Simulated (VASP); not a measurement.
LiH:

```
CELL_PARAMETERS angstrom
0.00000 2.06355 2.06355
2.06355 0.00000 2.06355
2.06355 2.06355 0.00000
ATOMIC_POSITIONS crystal
Li 0.00000 0.00000 0.00000
H 0.50000 0.50000 0.50000
```

Base run:

| Quantity | Value |
| --- | --- |
| Program | VASP 6.6.1 |
| Functional | PBE exchange alone |
| Potentials or basis | VASP PAW PBE potentials, release 64 (Li_sv, H) |
| Cutoff | 520 eV |
| k mesh | 11 × 11 × 11 |
| Occupations | gaussian, width 0.01 eV |
| Spin | no spin polarisation |

Its results: band gap on the k mesh 3.71 eV, direct.

Question: The run is repeated on the same cell with these changes: functional from PBE exchange alone to PBEsol; occupations from gaussian, width 0.01 eV to fermi-dirac, width 0.05 eV. What comes out?

Answer: Band gap on the k mesh 2.99 eV, direct.

A k mesh can miss the band edges.
